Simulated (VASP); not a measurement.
# Rb: relaxation of cell and atoms with PBEsol

Crystal: Rb.

```
Rb
1.0
    -2.78241    2.78241    2.78241
     2.78241   -2.78241    2.78241
     2.78241    2.78241   -2.78241
Rb
1
Direct
  0.00000 0.00000 0.00000
```

* Program: VASP 6.6.1
* Task: relaxation of cell and atoms
* Functional: PBEsol
* Potentials or basis: VASP PAW PBE potentials, release 64 (Rb_sv)
* Cutoff: 600 eV
* k mesh: 10 × 10 × 10
* Occupations: gaussian, width 0.1 eV
* Spin: no spin polarisation
* Dipole correction: no
* Further INCAR settings: ALGO = Normal; EDIFF = 1e-06; IBRION = 2; EDIFFG = -0.01; NSW = 80; ISIF = 3

```json
{
  "Pressure after relaxing": "0.0 GPa"
}
```

Final structure:
```cif
data_structure
_symmetry_space_group_name_H-M 'P 1'
_symmetry_Int_Tables_number 1
_cell_length_a 4.8193
_cell_length_b 4.8193
_cell_length_c 4.8193
_cell_angle_alpha 109.471
_cell_angle_beta 109.471
_cell_angle_gamma 109.471
_cell_volume 86.16
loop_
_atom_site_label
_atom_site_type_symbol
_atom_site_fract_x
_atom_site_fract_y
_atom_site_fract_z
_atom_site_occupancy
Rb1 Rb 0.00000 0.00000 0.00000 1
```

Levels at points of the mesh, in eV from the Fermi level:
```
           k point  band 2  band 3  band 4  band 5  band 6  band 7  band 8
(0.00, 0.00, 0.00)  -12.87  -12.87  -12.87   -2.05    3.73    3.73    3.73
(0.50, 0.00, 0.00)  -12.99  -12.91  -12.87    0.22    0.82    2.59    4.37
(0.50, 0.50, 0.50)  -12.95  -12.95  -12.95    1.22    1.22    3.38    3.38
```

Wall time 12 s on 1 thread of Intel(R) Xeon(R) 6975P-C (Granite Rapids), on a shared host, peak memory 0.24 GiB.

Caveat: the relaxation stopped at its first step, so nothing moved; the PAW data sets were made with another functional, which shifts forces and pressure a little.
